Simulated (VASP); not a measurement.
Cu: single point with PBE

Cu:

```
CELL_PARAMETERS angstrom
1.81480 1.81480 0.00000
-1.81480 1.81480 0.00000
0.00000 0.00000 3.62960
ATOMIC_POSITIONS crystal
Cu 0.00000 0.00000 0.00000
Cu 0.50000 0.50000 0.50000
```

| Property | Result |
| --- | --- |
| Program | VASP 6.6.1 |
| Task | single point |
| Functional | PBE |
| Potentials or basis | VASP PAW PBE potentials, release 64 (Cu) |
| Cutoff | 520 eV |
| k mesh | 14 × 14 × 10 |
| Occupations | fermi-dirac, width 0.1 eV |
| Spin | no spin polarisation |

* Pressure: 0.6 GPa
* Band gap on the k mesh: zero (band 11 reaches 13.59 eV, above the bottom of band 12 at 5.52 eV)

Levels at points of the mesh, in eV from the Fermi level:
```tsv
k point	band 7	band 8	band 9	band 10	band 11	band 12	band 13	band 14	band 15	band 16
(0.00, 0.00, 0.00)	-2.19	-2.19	-1.65	-1.49	-1.49	1.50	7.02	12.98	12.98	17.45
(0.50, 0.00, 0.00)	-2.51	-2.51	-2.19	-2.19	-0.32	-0.32	9.63	9.63	10.80	10.80
(0.50, 0.50, 0.00)	-1.49	-1.49	-1.49	-1.49	1.50	1.50	7.02	7.02	12.98	12.98
(0.00, 0.00, 0.50)	-2.35	-2.35	-2.35	-2.35	-1.93	-1.93	16.96	16.96	16.96	16.96
(0.50, 0.00, 0.50)	-1.63	-1.63	-1.63	-1.63	-0.97	-0.97	3.69	3.69	20.99	20.99
(0.50, 0.50, 0.50)	-2.23	-2.23	-1.49	-1.49	6.15	6.15	6.15	6.15	8.24	8.24
```

Wall time 33 s on 1 thread of AMD EPYC 9R45 96-Core Processor (Zen 5), on a shared host, peak memory 0.16 GiB.
